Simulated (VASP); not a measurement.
# TiAl3 (P4/mmm) in VASP: notebook

TiAl3 is run at these levels: PBEsol; tasks: single point.

Program: VASP 6.6.1. These are calculated values, not measurements. Logs are shortened: lines on timing, memory, paths and dates and some standing lists are left out, and cuts for length are marked.

**1. The cell of the first run**

Symmetry: P4/mmm, No. 123, tetragonal system. Conventional cell: a = 4.067 Å, b = 4.067 Å, c = 3.830 Å, α = 90.00°, β = 90.00°, γ = 90.00°. Ti (site symmetry 4/mmm) has 12 Al at 2.79 to 2.88 Å and 2 Ti at 3.83 Å within 3.9 Å. Al (site symmetry 4/mmm) has 10 Al at 2.79 to 3.83 Å and 4 Ti at 2.88 Å within 3.9 Å. Al (site symmetry mmm) has 4 Ti at 2.79 Å and 10 Al at 2.79 to 3.83 Å within 3.9 Å.

**2. Single point, PBEsol (strain +0.030 along x and y, -0.030 along z)**

Input file INCAR:

```
SYSTEM = TiAl3
PREC     = Accurate       ! precision mode
ENCUT    = 520            ! plane-wave cutoff, eV
EDIFF    = 1E-7           ! SCF threshold, eV
ISMEAR   = 0              ! smearing method
SIGMA    = 0.15           ! smearing width, eV
LREAL    = .False.        ! projectors in reciprocal space
LASPH    = .True.         ! aspherical terms in the spheres
NELM     = 100            ! most SCF steps
ALGO     = Fast           ! electronic algorithm
ISIF     = 2              ! what is computed and relaxed
LWAVE    = .False.        ! write WAVECAR
LCHARG   = .False.        ! write CHGCAR
GGA      = PS             ! functional
NBANDS   = 18             ! bands
```

Input file KPOINTS:

```
regular mesh
0
Gamma
  12 12 12
  0 0 0
```

Input file POSCAR:

```
TiAl3
1.0
    4.0667951544      0.0000000000      0.0000000000
    0.0000000000      4.0667951544      0.0000000000
    0.0000000000      0.0000000000      3.8298944658
Ti Al
1 3
Direct
    0.0000000000      0.0000000000      0.0000000000
    0.5000000000      0.5000000000      0.0000000000
    0.5000000000      0.0000000000      0.5000000000
    0.0000000000      0.5000000000      0.5000000000
```

Potentials or basis: VASP PAW PBE potentials, release 64 (Ti_sv, Al).

Run with:

```sh
$ cat potpaw_PBE.64/Ti_sv/POTCAR potpaw_PBE.64/Al/POTCAR > POTCAR
$ mpirun -np 1 vasp_std > vasp.out
```

OUTCAR:

```text
SYSTEM = TiAl3
   PREC = Accurate
   ENCUT = 520
   EDIFF = 1E-7
   ISMEAR = 0
   LREAL = .False.
   LASPH = .True.
   NELM = 100
   ISIF = 2
   GGA = PS

 ion  position               nearest neighbor table
   1  0.000  0.000  0.000-   3 2.79   4 2.79   3 2.79   4 2.79   4 2.79   4 2.79   3 2.79   3 2.79
                             2 2.88   2 2.88   2 2.88   2 2.88
   2  0.500  0.500  0.000-   3 2.79   4 2.79   3 2.79   4 2.79   3 2.79   3 2.79   4 2.79   4 2.79
                             1 2.88   1 2.88   1 2.88   1 2.88
   3  0.500  0.000  0.500-   1 2.79   2 2.79   1 2.79   2 2.79   2 2.79   2 2.79   1 2.79   1 2.79
                             4 2.88   4 2.88   4 2.88   4 2.88
   4  0.000  0.500  0.500-   1 2.79   2 2.79   1 2.79   2 2.79   1 2.79   1 2.79   2 2.79   2 2.79
                             3 2.88   3 2.88   3 2.88   3 2.88

  LATTYP: Found a simple tetragonal cell.
 ALAT       =     4.0667951544
 C/A-ratio  =     0.9417475728

  Lattice vectors:

 A1 = (   4.0667951544,   0.0000000000,   0.0000000000)
 A2 = (   0.0000000000,   4.0667951544,   0.0000000000)
 A3 = (   0.0000000000,   0.0000000000,   3.8298944658)

Analysis of symmetry for initial positions (statically):
=====================================================================
 Subroutine PRICEL returns:
 Original cell was already a primitive cell.

 Routine SETGRP: Setting up the symmetry group for a
 simple tetragonal supercell.

 Subroutine GETGRP returns: Found 16 space group operations
 (whereof 16 operations were pure point group operations)
 out of a pool of 16 trial point group operations.

The static configuration has the point symmetry D_4h.

Analysis of symmetry for dynamics (positions and initial velocities):
=====================================================================
 Subroutine PRICEL returns:
 Original cell was already a primitive cell.

 Routine SETGRP: Setting up the symmetry group for a
 simple tetragonal supercell.

 Subroutine GETGRP returns: Found 16 space group operations
 (whereof 16 operations were pure point group operations)
 out of a pool of 16 trial point group operations.

The dynamic configuration has the point symmetry D_4h.

 Subroutine INISYM returns: Found 16 space group operations
 (whereof 16 operations are pure point group operations),
 and found     1 'primitive' translations

----------------------------------------------------------------------------------------

                                     Primitive cell

  volume of cell :      63.3419

  direct lattice vectors                    reciprocal lattice vectors
     4.066795154  0.000000000  0.000000000     0.245893870  0.000000000  0.000000000
     0.000000000  4.066795154  0.000000000     0.000000000  0.245893870  0.000000000
     0.000000000  0.000000000  3.829894466     0.000000000  0.000000000  0.261103800

  length of vectors
     4.066795154  4.066795154  3.829894466     0.245893870  0.245893870  0.261103800

  position of ions in fractional coordinates (direct lattice)
     0.000000000  0.000000000  0.000000000
     0.500000000  0.500000000  0.000000000
     0.500000000  0.000000000  0.500000000
     0.000000000  0.500000000  0.500000000

  ion indices of the primitive-cell ions
   primitive index   ion index
                 1           1
                 2           2
                 3           3
                 4           4

----------------------------------------------------------------------------------------

 KPOINTS: regular mesh

Automatic generation of k-mesh.
 Grid dimensions read from file:
 generate k-points for:   12   12   12

 Generating k-lattice:

  Cartesian coordinates                     Fractional coordinates (reciprocal lattice)
     0.020491156  0.000000000  0.000000000     0.083333333  0.000000000  0.000000000
     0.000000000  0.020491156  0.000000000     0.000000000  0.083333333  0.000000000
     0.000000000  0.000000000  0.021758650     0.000000000  0.000000000  0.083333333

  Length of vectors
     0.020491156  0.020491156  0.021758650

  Shift w.r.t. Gamma in fractional coordinates (k-lattice)
     0.000000000  0.000000000  0.000000000

 Subroutine IBZKPT returns following result:
 ===========================================

 Found    196 irreducible k-points:

 Following reciprocal coordinates:
            Coordinates               Weight
  0.000000  0.000000  0.000000      1.000000
  0.083333  0.000000  0.000000      4.000000
  0.166667  0.000000  0.000000      4.000000
  0.250000  0.000000  0.000000      4.000000
  0.333333  0.000000  0.000000      4.000000
  0.416667  0.000000  0.000000      4.000000
[... 16 lines left out ...]
  0.333333  0.333333  0.000000      4.000000
  0.416667  0.333333  0.000000      8.000000
 [... further k-points ...]
   k-points           NKPTS =    196   k-points in BZ     NKDIM =    196   number of bands    NBANDS=     18
   number of dos      NEDOS =    301   number of ions     NIONS =      4
   total plane-waves  NPLWV =  25200
   dimension x,y,z NGX =    30 NGY =   30 NGZ =   28
   dimension x,y,z NGXF=    60 NGYF=   60 NGZF=   56
   ions per type =               1   3
   NGX,Y,Z   is equivalent  to a cutoff of  12.26, 12.26, 12.15 a.u.
   NGXF,Y,Z  is equivalent  to a cutoff of  24.53, 24.53, 24.31 a.u.
 SYSTEM =  TiAl3
   PREC   = accura    normal or accurate (medium, high low for compatibility)
   ISTART =      0    job   : 0-new  1-cont  2-samecut
   ICHARG =      2    charge: 1-file 2-atom 10-const
   ISPIN  =      1    spin polarized calculation?
   LNONCOLLINEAR =      F non collinear calculations
   LSORBIT =      F    spin-orbit coupling
   LASPH  =      T    aspherical Exc in radial PAW
   ENCUT  =  520.0 eV  38.22 Ry    6.18 a.u.   7.56  7.56  7.12*2*pi/ulx,y,z
   NELM   =    100;   NELMIN=  2; NELMDL= -5     # of ELM steps
   EDIFF  = 0.1E-06   stopping-criterion for ELM
   LREAL  =      F    real-space projection
   EDIFFG = 0.1E-05   stopping-criterion for IOM
   NSW    =      0    number of steps for IOM
   IBRION =     -1    ionic relax: 0-MD 1-quasi-New 2-CG
   NFREE  =      0    steps in history (QN), initial steepest desc. (CG)
   ISIF   =      2    stress and relaxation
   ISYM   =      2    0-nonsym 1-usesym 2-fastsym
   POTIM  = 0.5000    time-step for ionic-motion
   TEBEG  =    0.0;   TEEND  =   0.0 temperature during run
   PSTRESS=    0.0 pullay stress
   NELECT =      21.0000    total number of electrons
   NUPDOWN=      -1.0000    fix difference up-down
   EMIN   =  10.00;   EMAX   =-10.00  energy-range for DOS
   EFERMI =   0.00;   METHOD = LEGACY
   ISMEAR =     0;   SIGMA  =   0.15  broadening in eV -4-tet -1-fermi 0-gaus
   EFERMI_NEDOS =   21; number of points for ismear=-14 and -15
   IALGO  =     68    algorithm
   IMIX   =      4    mixing-type and parameters
     AMIX     =   0.40;   BMIX     =  1.00
     AMIX_MAG =   1.60;   BMIX_MAG =  1.00
  volume/ion in A,a.u.               =      15.84       106.86
  Fermi-wavevector in a.u.,A,eV,Ry     =   1.133054  2.141163 17.467329  1.283812
  Thomas-Fermi vector in A             =   2.269757
   LORBIT       =      0    0 simple, 1 ext, 2 COOP (PROOUT), +10 PAW based schemes
   GGA     = PS    functional components
   LHFCALC =     F    Hartree Fock is set to
   AEXX    =    0.0000 exact exchange contribution
   IVDW    =     0    specifies the selected vdW correction
   LEPSILON=     F    determine dielectric tensor
   LRPA    =     F    only Hartree local field effects (RPA)
 non-spin polarized calculation
 RMM-DIIS sequential band-by-band and
 Gauss-broadening in eV      SIGMA  =   0.15
  energy-cutoff  :      520.00
  volume of cell :       63.34
 maximum number of plane-waves:      1736
   NGX = 15   NGY = 15   NGZ = 15

 number of electron      21.0000006 magnetization

 Free energy of the ion-electron system (eV)
  ---------------------------------------------------
  ext. energy  EPLUGINS =         0.00000000
  ---------------------------------------------------
  free energy    TOTEN  =       -22.06198948 eV

  energy without entropy =      -22.03477422  energy(sigma->0) =      -22.04838185

 E-fermi :   8.7714     XC(G=0): -10.8217

 val. band max:        8.7679375178   @ k =   0.2500   0.0833   0.3333
 cond. band min:       8.7748521584   @ k =   0.1667   0.1667   0.0833
 fundamental gap:      0.0069146406
 Fermi energy:         8.7714443694

 k-point     1 :       0.0000    0.0000    0.0000
  band No.  band energies     occupation
      1     -47.9831      2.00000
      2     -24.3958      2.00000
      3     -24.3958      2.00000
      4     -24.3561      2.00000
      5      -1.8891      2.00000
      6       5.4525      2.00000
[... 10 lines left out ...]
     17      14.2139      0.00000
     18      14.2145      0.00000

 k-point     2 :       0.0833    0.0000    0.0000
  band No.  band energies     occupation
      1     -47.9831      2.00000
      2     -24.3968      2.00000
      3     -24.3957      2.00000
      4     -24.3560      2.00000
      5      -1.8254      2.00000
      6       4.9490      2.00000
[... 10 lines left out ...]
     17      14.0402      0.00000
     18      14.4268      0.00000

 k-point     3 :       0.1667    0.0000    0.0000
  band No.  band energies     occupation
      1     -47.9830      2.00000
      2     -24.3996      2.00000
      3     -24.3955      2.00000
      4     -24.3558      2.00000
      5      -1.6355      2.00000
      6       4.0125      2.00000
[... 10 lines left out ...]
     17      13.5464      0.00000
     18      14.1063      0.00000

 k-point     4 :       0.2500    0.0000    0.0000
  band No.  band energies     occupation
      1     -47.9829      2.00000
      2     -24.4033      2.00000
      3     -24.3953      2.00000
      4     -24.3556      2.00000
      5      -1.3234      2.00000
      6       3.0368      2.00000
[... 375 lines left out ...]
      4     -24.3547      2.00000
      5       0.4426      2.00000
      6       1.3923      2.00000
[... 10 lines left out ...]
     17      13.6285      0.00000
     18      13.9253      0.00000

 k-point    23 :       0.3333    0.3333    0.0000
  band No.  band energies     occupation
      1     -47.9823      2.00000
      2     -24.4060      2.00000
      3     -24.4057      2.00000
      4     -24.3547      2.00000
      5       0.0287      2.00000
      6       2.9074      2.00000
[... 10 lines left out ...]
     17      13.4618      0.00000
     18      14.5401      0.00000

 k-point    24 :       0.4167    0.3333    0.0000
  band No.  band energies     occupation
      1     -47.9822      2.00000
      2     -24.4085      2.00000
      3     -24.4056      2.00000
      4     -24.3545      2.00000
      5       0.4900      2.00000
      6       2.2014      2.00000
[... 10 lines left out ...]
     17      13.3578      0.00000
     18      14.7745      0.00000

 [... further k-points ...]

------------------------ aborting loop because EDIFF is reached ----------------------------------------

  FORCE on cell =-STRESS in cart. coord.  units (eV):
  Direction    XX          YY          ZZ          XY          YZ          ZX
  --------------------------------------------------------------------------------------
  -------------------------------------------------------------------------------------
  Total       -1.9953199     -1.9953199      0.7455556      0.0000000      0.0000000      0.0000000
  in kB      -50.4698157    -50.4698157     18.8581557      0.0000000      0.0000000      0.0000000
  external PRESSURE =     -27.3604919 kB  Pullay stress =       0.0000000 kB

 VOLUME and BASIS-vectors are now :
 -----------------------------------------------------------------------------
  energy-cutoff  :      520.00
  volume of cell :       63.34
      direct lattice vectors                 reciprocal lattice vectors
     4.066795154  0.000000000  0.000000000     0.245893870  0.000000000  0.000000000
     0.000000000  4.066795154  0.000000000     0.000000000  0.245893870  0.000000000
     0.000000000  0.000000000  3.829894466     0.000000000  0.000000000  0.261103800

 POSITION                                       TOTAL-FORCE (eV/Angst)
 -----------------------------------------------------------------------------------
      0.00000      0.00000      0.00000         0.000000      0.000000      0.000000
      2.03340      2.03340      0.00000         0.000000      0.000000      0.000000
      2.03340      0.00000      1.91495         0.000000      0.000000      0.000000
      0.00000      2.03340      1.91495         0.000000      0.000000      0.000000
 -----------------------------------------------------------------------------------
    total drift:                               -0.000000     -0.000000      0.000000

  FREE ENERGIE OF THE ION-ELECTRON SYSTEM (eV)
  ---------------------------------------------------
  free  energy   TOTEN  =       -22.0619894767 eV

  energy  without entropy=      -22.0347742151  energy(sigma->0) =      -22.04838185
```

Run time: 12 min. Hardware: 1 thread of Intel Xeon 8259CL, shared host; peak memory 0.33 GiB.

What came out:

```
Free energy            : -22.0620 eV
Pressure               : -2.7 GPa
Band gap on the k mesh : zero (an odd number of electrons rules out a gap without spin polarisation)
```

Caveat: the cell differs from its parent crystal (strain +0.030 along x and y, -0.030 along z); the PAW data sets were made with another functional, which shifts forces and pressure a little.

**3. Single point, PBEsol (strain +0.015 along x and y, +0.000 along z)**

Input file INCAR:

```
PREC     = Accurate       # precision mode
ENCUT    = 520            # plane-wave cutoff, eV
EDIFF    = 1E-7           # SCF threshold, eV
ISMEAR   = 0              # smearing method
SIGMA    = 0.15           # smearing width, eV
LREAL    = False          # projectors in reciprocal space
LASPH    = True           # aspherical terms in the spheres
NELM     = 60             # most SCF steps
ALGO     = Fast           # electronic algorithm
ISIF     = 2              # what is computed and relaxed
LWAVE    = False          # write WAVECAR
LCHARG   = False          # write CHGCAR
GGA      = PS             # functional
NBANDS   = 18             # bands
```

Input file KPOINTS:

```
regular mesh
0
Gamma
  12 12 12
```

Input file POSCAR:

```
TiAl3
1.0
    4.0075699823      0.0000000000      0.0000000000
    0.0000000000      4.0075699823      0.0000000000
    0.0000000000      0.0000000000      3.9483448101
Ti Al
1 3
Direct
    0.0000000000      0.0000000000      0.0000000000
    0.5000000000      0.5000000000      0.0000000000
    0.5000000000      0.0000000000      0.5000000000
    0.0000000000      0.5000000000      0.5000000000
```

Potentials or basis: VASP PAW PBE potentials, release 64 (Ti_sv, Al).

Run with:

```sh
$ cat potpaw_PBE.64/Ti_sv/POTCAR potpaw_PBE.64/Al/POTCAR > POTCAR
$ mpirun -np 1 vasp_std > vasp.out
```

OUTCAR:

```text
PREC = Accurate
   ENCUT = 520
   EDIFF = 1E-7
   ISMEAR = 0
   LREAL = False
   LASPH = True
   NELM = 60
   ISIF = 2
   GGA = PS

 ion  position               nearest neighbor table
   1  0.000  0.000  0.000-   3 2.81   4 2.81   3 2.81   4 2.81   4 2.81   4 2.81   3 2.81   3 2.81
                             2 2.83   2 2.83   2 2.83   2 2.83
   2  0.500  0.500  0.000-   3 2.81   4 2.81   3 2.81   4 2.81   3 2.81   3 2.81   4 2.81   4 2.81
                             1 2.83   1 2.83   1 2.83   1 2.83
   3  0.500  0.000  0.500-   1 2.81   2 2.81   1 2.81   2 2.81   2 2.81   2 2.81   1 2.81   1 2.81
[... 712 lines left out ...]
  -------------------------------------------------------------------------------------
  Total       -1.4068109     -1.4068109     -0.7309495      0.0000000      0.0000000     -0.0000000
  in kB      -35.5442217    -35.5442217    -18.4680344      0.0000000      0.0000000     -0.0000000
  external PRESSURE =     -29.8521592 kB  Pullay stress =       0.0000000 kB

 VOLUME and BASIS-vectors are now :
 -----------------------------------------------------------------------------
  energy-cutoff  :      520.00
  volume of cell :       63.41
      direct lattice vectors                 reciprocal lattice vectors
     4.007569982  0.000000000  0.000000000     0.249527770  0.000000000  0.000000000
     0.000000000  4.007569982  0.000000000     0.000000000  0.249527770  0.000000000
     0.000000000  0.000000000  3.948344810     0.000000000  0.000000000  0.253270686

 POSITION                                       TOTAL-FORCE (eV/Angst)
 -----------------------------------------------------------------------------------
      0.00000      0.00000      0.00000         0.000000      0.000000      0.000000
      2.00378      2.00378      0.00000         0.000000      0.000000      0.000000
      2.00378      0.00000      1.97417         0.000000      0.000000      0.000000
      0.00000      2.00378      1.97417         0.000000      0.000000      0.000000
 -----------------------------------------------------------------------------------
    total drift:                                0.000000     -0.000000      0.000000

  FREE ENERGIE OF THE ION-ELECTRON SYSTEM (eV)
  ---------------------------------------------------
  free  energy   TOTEN  =       -22.1121622741 eV

  energy  without entropy=      -22.0832144786  energy(sigma->0) =      -22.09768838
```

Run time: 13 min. Hardware: 1 thread of Intel Xeon 8259CL, shared host; peak memory 0.33 GiB.

Results:

```yaml
Free_energy: -22.1122 eV
Pressure: -3.0 GPa
Band_gap_on_the_k_mesh: zero (an odd number of electrons rules out a gap without spin polarisation)
```

Caveat: the cell differs from its parent crystal (strain +0.015 along x and y, +0.000 along z); the PAW data sets were made with another functional, which shifts forces and pressure a little.

(Part 1 of 3 ends here.)
